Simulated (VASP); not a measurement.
Write the native input for VASP 6.6.1 that does the following.

- Task: single point
- Functional: PBE
- Potentials or basis: VASP PAW PBE potentials, release 64 (Ni, O)
- Cutoff: 520 eV
- k mesh: 3 × 3 × 3
- Occupations: fermi-dirac, width 0.15 eV
- Spin: collinear spin, antiferromagnetic start
- Starting moments: [1.6, -1.6, 0.0, 0.0] μB
- Hubbard terms: Ni d U = 6.0 eV
- Dipole correction: no
- Further INCAR settings: ALGO = Normal; EDIFF = 1e-06; NBANDS = 28

The structure of NiO lies in POSCAR:

```
NiO
1.0
   -3.9789100000     -0.1027610000      3.7610550000
    0.0860000000      1.9711960000      1.9151470000
   -2.1014290000      2.0485500000     -0.1633540000
Ni O
2 2
Direct
    0.7139890000      0.1005700000      0.7370600000
    1.2336490000      0.0862820000      0.7551790000
    0.9953630000      0.6362950000      1.1801460000
    1.4916730000      0.5723850000      1.2484990000
```

These files were run (other wordings do the same):

INCAR

```
SYSTEM = NiO
  PREC = Accurate
  ENCUT = 520
  EDIFF = 1E-6
  ISMEAR = -1
  SIGMA = 0.15
  LREAL = .FALSE.
  LASPH = .TRUE.
  NELM = 150
  ALGO = Normal
  ISIF = 2
  LWAVE = .FALSE.
  LCHARG = .FALSE.
  ISPIN = 2
  MAGMOM = 1.6 -1.6 0 0
  LORBIT = 11
  LMAXMIX = 4
  LDAU = .TRUE.
  LDAUTYPE = 2
  LDAUL = 2 -1
  LDAUU = 6 0
  LDAUJ = 0 0
  LDAUPRINT = 1
  GGA = PE
  NBANDS = 28
```

KPOINTS

```
Automatic mesh
0
G
  3 3 3
  0 0 0
```

Potentials or basis: VASP PAW PBE potentials, release 64 (Ni, O).

The run is started by

```bash
$ cat potpaw_PBE.64/Ni/POTCAR potpaw_PBE.64/O/POTCAR > POTCAR
$ mpirun -np 1 vasp_std > vasp.out
```

Results of the run:

| Item | Value |
| --- | --- |
| Pressure | 23.1 GPa |
| Largest force | 2.330 eV/Å |
| Band gap on the k mesh | 3.21 eV |
| Net moment | 0.00 μB per cell |
| Site moments | Ni +1.70, -1.70; O -0.02, +0.02 μB |
| Valence electrons inside the program's atomic spheres | Ni 9.20, 9.29; O 5.06, 5.08 |

Caveat: the k points lie up to 0.89 Å⁻¹ apart; forces of over 1 eV/Å act on the atoms, so gaps and moduli don't describe the material at rest.

It took 27 s on 1 thread of Intel(R) Xeon(R) 6975P-C (Granite Rapids), on a shared host, peak memory 0.17 GiB.
